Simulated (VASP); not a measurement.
# Al3CrB (Pm-3m) in VASP: notebook

Al3CrB is run at these levels: PBE; tasks: relaxation of cell and atoms, single point.

Program: VASP 6.6.1. These are calculated values, not measurements. Logs are shortened: lines on timing, memory, paths and dates and some standing lists are left out, and cuts for length are marked.

## (1) The cell of the first run

The structure is cubic, space group Pm-3m (No. 221). Conventional cell: a = 3.904 Å, b = 3.904 Å, c = 3.904 Å, α = 90.00°, β = 90.00°, γ = 90.00°. Al (site symmetry 4/mmm) has 2 B at 1.95 Å within 2.6 Å. Within 3.6 Å of Cr (site symmetry m-3m) lie 12 Al at 2.76 Å and 8 B at 3.38 Å. Within 2.6 Å of B (site symmetry m-3m) lie 6 Al at 1.95 Å.

## (2) Relaxation of cell and atoms, PBE, collinear spin, ferromagnetic start

File INCAR:

```
SYSTEM = Al3CrB
PREC     = Accurate       ! precision mode
ENCUT    = 500            ! plane-wave cutoff, eV
EDIFF    = 1E-7           ! SCF threshold, eV
ISMEAR   = 0              ! smearing method
SIGMA    = 0.1            ! smearing width, eV
LREAL    = .False.        ! projectors in reciprocal space
LASPH    = .True.         ! aspherical terms in the spheres
NELM     = 200            ! most SCF steps
ALGO     = Normal         ! electronic algorithm
ISIF     = 3              ! what is computed and relaxed
LWAVE    = .False.        ! write WAVECAR
LCHARG   = .False.        ! write CHGCAR
ISPIN    = 2              ! spin polarisation
MAGMOM   = 0 0 0 3 0      ! initial moments
LORBIT   = 11             ! projections on sites
LMAXMIX  = 4              ! l up to which the mixer works
GGA      = PE             ! functional
IBRION   = 2              ! ionic algorithm
NSW      = 90             ! ionic steps
EDIFFG   = -0.04          ! ionic threshold
GGA_COMPAT= .False.      
NELMIN   = 4
```

File KPOINTS:

```
regular mesh
0
Gamma
  4 4 4
  0 0 0
```

File POSCAR:

```
Al3CrB
1.0
    3.9035272000      0.0000000000      0.0000000000
    0.0000000000      3.9035272000      0.0000000000
    0.0000000000      0.0000000000      3.9035272000
Al Cr B
3 1 1
Direct
    0.0000000000      0.5000000000      0.0000000000
    0.0000000000      0.0000000000      0.5000000000
    0.5000000000      0.0000000000      0.0000000000
    0.5000000000      0.5000000000      0.5000000000
    0.0000000000      0.0000000000      0.0000000000
```

Potentials or basis: VASP PAW PBE potentials, release 64 (Al, Cr_pv, B).

Run with:

```
cat potpaw_PBE.64/Al/POTCAR potpaw_PBE.64/Cr_pv/POTCAR potpaw_PBE.64/B/POTCAR > POTCAR
mpirun -np 1 vasp_std > vasp.out
```

OUTCAR:

```text
SYSTEM = Al3CrB
   PREC = Accurate
   ENCUT = 500
   EDIFF = 1E-7
   ISMEAR = 0
   LREAL = .False.
   LASPH = .True.
   NELM = 200
   ISIF = 3
   ISPIN = 2
   LORBIT = 11
   GGA = PE
   IBRION = 2
   NSW = 90
   EDIFFG = -0.04
   NELMIN = 4

 ion  position               nearest neighbor table
   1  0.000  0.500  0.000-   5 1.95   5 1.95   4 2.76   2 2.76   2 2.76   4 2.76   2 2.76   3 2.76
                             3 2.76   2 2.76   3 2.76   4 2.76   4 2.76   3 2.76
   2  0.000  0.000  0.500-   5 1.95   5 1.95   4 2.76   1 2.76   1 2.76   3 2.76   3 2.76   1 2.76
                             4 2.76   1 2.76   3 2.76   4 2.76   3 2.76   4 2.76
   3  0.500  0.000  0.000-   5 1.95   5 1.95   4 2.76   1 2.76   2 2.76   4 2.76   1 2.76   4 2.76
                             4 2.76   1 2.76   2 2.76   2 2.76   2 2.76   1 2.76
   4  0.500  0.500  0.500-   1 2.76   2 2.76   3 2.76   1 2.76   3 2.76   2 2.76   3 2.76   3 2.76
                             1 2.76   2 2.76   1 2.76   2 2.76
   5  0.000  0.000  0.000-   1 1.95   2 1.95   3 1.95   2 1.95   1 1.95   3 1.95

  LATTYP: Found a simple cubic cell.
 ALAT       =     3.9035272000

  Lattice vectors:

 A1 = (   3.9035272000,   0.0000000000,   0.0000000000)
 A2 = (   0.0000000000,   3.9035272000,   0.0000000000)
 A3 = (   0.0000000000,   0.0000000000,   3.9035272000)

Analysis of symmetry for initial positions (statically):
=====================================================================
 Subroutine PRICEL returns:
 Original cell was already a primitive cell.

 Routine SETGRP: Setting up the symmetry group for a
 simple cubic supercell.

 Subroutine GETGRP returns: Found 48 space group operations
 (whereof 48 operations were pure point group operations)
 out of a pool of 48 trial point group operations.

The static configuration has the point symmetry O_h .

Analysis of symmetry for dynamics (positions and initial velocities):
=====================================================================
 Subroutine PRICEL returns:
 Original cell was already a primitive cell.

 Routine SETGRP: Setting up the symmetry group for a
 simple cubic supercell.

 Subroutine GETGRP returns: Found 48 space group operations
 (whereof 48 operations were pure point group operations)
 out of a pool of 48 trial point group operations.

The dynamic configuration has the point symmetry O_h .

Analysis of structural, dynamic, and magnetic symmetry:
=====================================================================
 Subroutine PRICEL returns:
 Original cell was already a primitive cell.

 Routine SETGRP: Setting up the symmetry group for a
 simple cubic supercell.

 Subroutine GETGRP returns: Found 48 space group operations
 (whereof 48 operations were pure point group operations)
 out of a pool of 48 trial point group operations.

The overall configuration has the point symmetry O_h .

 Subroutine INISYM returns: Found 48 space group operations
 (whereof 48 operations are pure point group operations),
 and found     1 'primitive' translations

----------------------------------------------------------------------------------------

                                     Primitive cell

  volume of cell :      59.4801

  direct lattice vectors                    reciprocal lattice vectors
     3.903527200  0.000000000  0.000000000     0.256178566  0.000000000  0.000000000
     0.000000000  3.903527200  0.000000000     0.000000000  0.256178566  0.000000000
     0.000000000  0.000000000  3.903527200     0.000000000  0.000000000  0.256178566

  length of vectors
     3.903527200  3.903527200  3.903527200     0.256178566  0.256178566  0.256178566

  position of ions in fractional coordinates (direct lattice)
     0.000000000  0.500000000  0.000000000
     0.000000000  0.000000000  0.500000000
     0.500000000  0.000000000  0.000000000
     0.500000000  0.500000000  0.500000000
     0.000000000  0.000000000  0.000000000

  ion indices of the primitive-cell ions
   primitive index   ion index
                 1           1
                 2           2
                 3           3
                 4           4
                 5           5

----------------------------------------------------------------------------------------

 KPOINTS: regular mesh

Automatic generation of k-mesh.
 Grid dimensions read from file:
 generate k-points for:    4    4    4

 Generating k-lattice:

  Cartesian coordinates                     Fractional coordinates (reciprocal lattice)
     0.064044641  0.000000000  0.000000000     0.250000000  0.000000000  0.000000000
     0.000000000  0.064044641  0.000000000     0.000000000  0.250000000  0.000000000
     0.000000000  0.000000000  0.064044641     0.000000000  0.000000000  0.250000000

  Length of vectors
     0.064044641  0.064044641  0.064044641

  Shift w.r.t. Gamma in fractional coordinates (k-lattice)
     0.000000000  0.000000000  0.000000000

 Subroutine IBZKPT returns following result:
 ===========================================

 Found     10 irreducible k-points:

 Following reciprocal coordinates:
            Coordinates               Weight
  0.000000  0.000000  0.000000      1.000000
  0.250000  0.000000  0.000000      6.000000
  0.500000  0.000000  0.000000      3.000000
  0.250000  0.250000  0.000000     12.000000
  0.500000  0.250000  0.000000     12.000000
  0.500000  0.500000  0.000000      3.000000
  0.250000  0.250000  0.250000      8.000000
  0.500000  0.250000  0.250000     12.000000
  0.500000  0.500000  0.250000      6.000000
  0.500000  0.500000  0.500000      1.000000
   k-points           NKPTS =     10   k-points in BZ     NKDIM =     10   number of bands    NBANDS=     18
   number of dos      NEDOS =    301   number of ions     NIONS =      5
   total plane-waves  NPLWV =  21952
   dimension x,y,z NGX =    28 NGY =   28 NGZ =   28
   dimension x,y,z NGXF=    56 NGYF=   56 NGZF=   56
   ions per type =               3   1   1
   NGX,Y,Z   is equivalent  to a cutoff of  11.92, 11.92, 11.92 a.u.
   NGXF,Y,Z  is equivalent  to a cutoff of  23.85, 23.85, 23.85 a.u.
 SYSTEM =  Al3CrB
   PREC   = accura    normal or accurate (medium, high low for compatibility)
   ISTART =      0    job   : 0-new  1-cont  2-samecut
   ICHARG =      2    charge: 1-file 2-atom 10-const
   ISPIN  =      2    spin polarized calculation?
   LNONCOLLINEAR =      F non collinear calculations
   LSORBIT =      F    spin-orbit coupling
   LASPH  =      T    aspherical Exc in radial PAW
   ENCUT  =  500.0 eV  36.75 Ry    6.06 a.u.   7.12  7.12  7.12*2*pi/ulx,y,z
   NELM   =    200;   NELMIN=  4; NELMDL= -5     # of ELM steps
   EDIFF  = 0.1E-06   stopping-criterion for ELM
   LREAL  =      F    real-space projection
   EDIFFG = -.4E-01   stopping-criterion for IOM
   NSW    =     90    number of steps for IOM
   IBRION =      2    ionic relax: 0-MD 1-quasi-New 2-CG
   NFREE  =      1    steps in history (QN), initial steepest desc. (CG)
   ISIF   =      3    stress and relaxation
   ISYM   =      2    0-nonsym 1-usesym 2-fastsym
   POTIM  = 0.5000    time-step for ionic-motion
   TEBEG  =    0.0;   TEEND  =   0.0 temperature during run
   PSTRESS=    0.0 pullay stress
   NELECT =      24.0000    total number of electrons
   NUPDOWN=      -1.0000    fix difference up-down
   EMIN   =  10.00;   EMAX   =-10.00  energy-range for DOS
   EFERMI =   0.00;   METHOD = LEGACY
   ISMEAR =     0;   SIGMA  =   0.10  broadening in eV -4-tet -1-fermi 0-gaus
   EFERMI_NEDOS =   21; number of points for ismear=-14 and -15
   IALGO  =     38    algorithm
   IMIX   =      4    mixing-type and parameters
     AMIX     =   0.40;   BMIX     =  1.00
     AMIX_MAG =   1.60;   BMIX_MAG =  1.00
  volume/ion in A,a.u.               =      11.90        80.28
  Fermi-wavevector in a.u.,A,eV,Ry     =   1.209729  2.286056 19.911363  1.463444
  Thomas-Fermi vector in A             =   2.345297
   LORBIT       =     11    0 simple, 1 ext, 2 COOP (PROOUT), +10 PAW based schemes
   GGA     = PE    functional components
   LHFCALC =     F    Hartree Fock is set to
   AEXX    =    0.0000 exact exchange contribution
   IVDW    =     0    specifies the selected vdW correction
   LEPSILON=     F    determine dielectric tensor
   LRPA    =     F    only Hartree local field effects (RPA)
 conjugate gradient relaxation of ions
 spin polarized calculation
 Gauss-broadening in eV      SIGMA  =   0.10
  energy-cutoff  :      500.00
  volume of cell :       59.48
 maximum number of plane-waves:      1528
   NGX = 15   NGY = 15   NGZ = 15

--------------------------------------- Ionic step        1  -------------------------------------------

 number of electron      24.0000024 magnetization       3.2457791

 Free energy of the ion-electron system (eV)
  ---------------------------------------------------
  ext. energy  EPLUGINS =         0.00000000
  ---------------------------------------------------
  free energy    TOTEN  =       -23.98899224 eV

  energy without entropy =      -23.98003352  energy(sigma->0) =      -23.98451288

------------------------ aborting loop because EDIFF is reached ----------------------------------------

  FORCE on cell =-STRESS in cart. coord.  units (eV):
  Direction    XX          YY          ZZ          XY          YZ          ZX
  --------------------------------------------------------------------------------------
  -------------------------------------------------------------------------------------
  Total       11.0219350     11.0219350     11.0219350     -0.0000000     -0.0000000     -0.0000000
  in kB      296.8908388    296.8908388    296.8908388     -0.0000000     -0.0000000     -0.0000000
  external PRESSURE =     296.8908388 kB  Pullay stress =       0.0000000 kB
[... 149 lines left out ...]
--------------------------------------- Ionic step        5  -------------------------------------------

 number of electron      23.9999995 magnetization       0.0000415

 number of electron      23.9999995 magnetization      -0.0000071

 Free energy of the ion-electron system (eV)
  ---------------------------------------------------
  ext. energy  EPLUGINS =         0.00000000
  ---------------------------------------------------
  free energy    TOTEN  =       -23.96746591 eV

  energy without entropy =      -23.91115584  energy(sigma->0) =      -23.93931088

 E-fermi :   8.1653     XC(G=0): -10.8265

 val. band max:        8.1613103561   @ k =   0.5000   0.2500   0.2500
 cond. band min:       8.1861115681   @ k =   0.5000   0.0000   0.0000
 fundamental gap:      0.0248012119
 Fermi energy:         8.1653281160

 spin component 1

 k-point     1 :       0.0000    0.0000    0.0000
  band No.  band energies     occupation
      1     -34.5325      1.00000
      2     -34.5325      1.00000
      3     -34.5325      1.00000
      4      -3.9584      1.00000
      5       3.4444      1.00000
      6       3.4444      1.00000
[... 10 lines left out ...]
     17      11.7409      0.00000
     18      11.7409      0.00000
[... 171 lines left out ...]
      1     -34.5343      1.00000
      2     -34.5343      1.00000
      3     -34.5343      1.00000
      4      -1.1492      1.00000
      5       1.5391      1.00000
      6       1.5391      1.00000
[... 10 lines left out ...]
     17      14.3651      0.00000
     18      14.3651      0.00000
 Fermi energy:         8.1653281160

 spin component 2

 k-point     1 :       0.0000    0.0000    0.0000
  band No.  band energies     occupation
      1     -34.5325      1.00000
      2     -34.5325      1.00000
      3     -34.5325      1.00000
      4      -3.9584      1.00000
      5       3.4444      1.00000
      6       3.4444      1.00000
[... 10 lines left out ...]
     17      11.7409      0.00000
     18      11.7409      0.00000
[... 219 lines left out ...]
  FREE ENERGIE OF THE ION-ELECTRON SYSTEM (eV)
  ---------------------------------------------------
  free  energy   TOTEN  =       -23.9674659147 eV

  energy  without entropy=      -23.9111558445  energy(sigma->0) =      -23.93931088

 reached required accuracy - stopping structural energy minimisation

 total charge

# of ion       s       p       d       tot
------------------------------------------
    1        0.381   0.388   0.000   0.769
    2        0.381   0.388   0.000   0.769
    3        0.381   0.388   0.000   0.769
    4        0.311   6.126   4.205  10.642
    5        0.803   1.273   0.000   2.076
--------------------------------------------------
tot          2.258   8.562   4.205  15.024

 magnetization (x)

# of ion       s       p       d       tot
------------------------------------------
    1       -0.000   0.000   0.000  -0.000
    2       -0.000   0.000   0.000  -0.000
    3       -0.000   0.000   0.000  -0.000
    4       -0.000  -0.000  -0.000  -0.000
    5        0.000   0.000   0.000   0.000
--------------------------------------------------
tot         -0.000   0.000  -0.000  -0.000
```

Wall time 2.8 min (1 thread of Intel Xeon Platinum 8259CL at 2.50GHz (Skylake/Cascade Lake), shared host); peak memory 0.19 GiB.

What came out:

| Quantity | Value |
| --- | --- |
| Free energy | -23.9675 eV |
| Relaxed volume | 13.95 Å³/atom |
| Relaxed cell | a = 4.116 Å, b = 4.116 Å, c = 4.116 Å, α = 90.00°, β = 90.00°, γ = 90.00° |
| Space group after relaxing (to 0.05 Å) | Pm-3m (No. 221) |
| Energy gained by relaxing | -4.3 meV/atom |
| Ionic steps | 5 |
| Pressure after relaxing | 0.1 GPa |
| Band gap on the k mesh | zero (filled and empty bands overlap) |
| Net moment | 0.00 μB per cell |
| Valence electrons inside the program's atomic spheres | Al 0.77; Cr 10.64; B 2.08 |

Step by step:
| step | energy change (eV) | largest force (eV/Å) | pressure (GPa) | volume (Å³) |
| --- | --- | --- | --- | --- |
| 1 | 0.0000 | 0.0000 | 29.69 | 59.48 |
| 2 | 0.4356 | 0.0000 | -10.91 | 80.55 |
| 3 | 0.0701 | 0.0000 | -4.49 | 73.07 |
| 4 | 0.0265 | 0.0000 | -1.57 | 70.82 |
| 5 | 0.0215 | 0.0000 | 0.08 | 69.75 |

Final structure:
```
Al Cr B
1.0
     4.11628    0.00000    0.00000
     0.00000    4.11628    0.00000
     0.00000    0.00000    4.11628
Al Cr B
3 1 1
Direct
  0.00000 0.50000 0.00000
  0.00000 0.00000 0.50000
  0.50000 0.00000 0.00000
  0.50000 0.50000 0.50000
  0.00000 0.00000 0.00000
```

Levels at points of the mesh, in eV from the Fermi level:
Spin up:
| k point | band 10 | band 11 | band 12 | band 13 | band 14 | band 15 |
| --- | --- | --- | --- | --- | --- | --- |
| (0.00, 0.00, 0.00) | -2.86 | -0.38 | -0.38 | -0.38 | 2.03 | 2.03 |
| (0.50, 0.00, 0.00) | -0.24 | -0.03 | 0.02 | 0.02 | 0.25 | 0.25 |
| (0.50, 0.50, 0.00) | -1.34 | -1.29 | 0.03 | 0.19 | 1.09 | 1.09 |
| (0.50, 0.50, 0.50) | -3.53 | -0.62 | 0.23 | 0.23 | 0.27 | 0.27 |
Spin down:
| k point | band 8 | band 9 | band 10 | band 11 | band 12 | band 13 | band 14 | band 15 | band 16 | band 17 |
| --- | --- | --- | --- | --- | --- | --- | --- | --- | --- | --- |
| (0.00, 0.00, 0.00) | -3.31 | -2.86 | -2.86 | -0.38 | -0.38 | -0.38 | 2.03 | 2.03 | 3.58 | 3.58 |
| (0.50, 0.00, 0.00) | -1.85 | -1.83 | -0.24 | -0.03 | 0.02 | 0.02 | 0.25 | 0.25 | 0.31 | 0.33 |
| (0.50, 0.50, 0.00) | -3.60 | -1.34 | -1.34 | -1.29 | 0.03 | 0.19 | 1.09 | 1.09 | 2.58 | 3.64 |
| (0.50, 0.50, 0.50) | -3.53 | -3.53 | -3.53 | -0.62 | 0.23 | 0.23 | 0.27 | 0.27 | 0.27 | 6.20 |

Caveat: the k points lie up to 0.38 Å⁻¹ apart in the final cell; the starting moments collapsed, and a magnetic state may lie lower; the volume moved by over 15 % at a fixed basis, so the end points are rough.

[end of part 1 of 2]
